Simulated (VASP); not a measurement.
Runs of VASP 6.6.1 on LiH. The structure is that of space group Fm-3m (No. 225), or close to it. The cells are those of the table. 

| cell | gap on the mesh (eV) |
| --- | --- |
| a = 2.703, b = 2.703, c = 2.759 Å, angles 59.3, 59.3, 61.4°, 2 atoms | 2.05 |
| a = 2.703, b = 2.703, c = 2.644 Å, angles 60.7, 60.7, 58.6°, 2 atoms | 1.89 |
| a = 2.759 Å, angles 60.0°, 2 atoms | (b) |
| a = 2.644 Å, angles 60.0°, 2 atoms | 2.37 |
| a = 2.817, b = 2.817, c = 2.759 Å, angles 60.7, 60.7, 58.6°, 2 atoms | (a) |
| a = 3.047, b = 3.047, c = 2.989 Å, angles 60.6, 60.6, 58.7°, 2 atoms | 2.39 |
| a = 2.932, b = 2.932, c = 2.989 Å, angles 59.4, 59.4, 61.3°, 2 atoms | 2.36 |
| a = 2.989 Å, angles 60.0°, 2 atoms | 2.73 |

Alike in all rows: task single point; level LDA; potentials or basis VASP PAW LDA potentials, release 64 (Li_sv, H); no spin polarisation; k mesh 10 × 10 × 10; cutoff (eV) 520; smearing gaussian 0.05 eV.

Problem. Estimate the missing entries.

Solution. (a) 2.10; (b) 2.52.

A k mesh can miss the band edges.
